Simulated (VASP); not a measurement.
## SrCl2: single point with HSE06

Crystal: SrCl2.

```
Sr Cl
1.0
     0.00000    3.49772    3.49772
     3.49772    0.00000    3.49772
     3.49772    3.49772    0.00000
Sr Cl
1 2
Direct
  0.00000 0.00000 0.00000
  0.25000 0.25000 0.25000
  0.75000 0.75000 0.75000
```

```
Program                            : VASP 6.6.1
Task                               : single point
Functional                         : HSE06
Potentials or basis                : VASP PAW PBE potentials, release 64 (Sr_sv, Cl)
Cutoff                             : 520 eV
k mesh                             : 4 × 4 × 4
Occupations                        : gaussian, width 0.01 eV
Spin                               : no spin polarisation
Dipole correction                  : no
Grid for exact exchange (PRECFOCK) : Normal
Further INCAR settings             : ALGO = Normal; EDIFF = 1e-06; NBANDS = 19
Screening parameter                : 0.2079 1/Å
```

```
Pressure               : 0.3 GPa
Band gap on the k mesh : 6.58 eV, indirect (least direct gap 6.82 eV)
```

Levels at points of the mesh, in eV from the valence-band top:
| k point | band 8 | band 9 | band 10 | band 11 | band 12 | band 13 | band 14 | band 15 | band 16 | band 17 |
| --- | --- | --- | --- | --- | --- | --- | --- | --- | --- | --- |
| (0.00, 0.00, 0.00) | -2.25 | -2.25 | -0.36 | -0.36 | -0.36 | 6.58 | 7.52 | 7.52 | 10.36 | 10.36 |
| (0.50, 0.00, 0.00) | -1.64 | -1.57 | -1.39 | -1.12 | -1.12 | 8.18 | 8.18 | 9.05 | 9.10 | 10.21 |
| (0.50, 0.50, 0.00) | -2.02 | -2.02 | -0.41 | -0.41 | 0.00 | 6.82 | 8.53 | 9.18 | 9.57 | 9.57 |

Run time: 26 min on 1 thread of Oxide Virtual Turin-like Processor, on a shared host, peak memory 0.32 GiB.

Caveat: the PAW data sets were made with another functional, which shifts forces and pressure a little. A k mesh can miss the band edges.
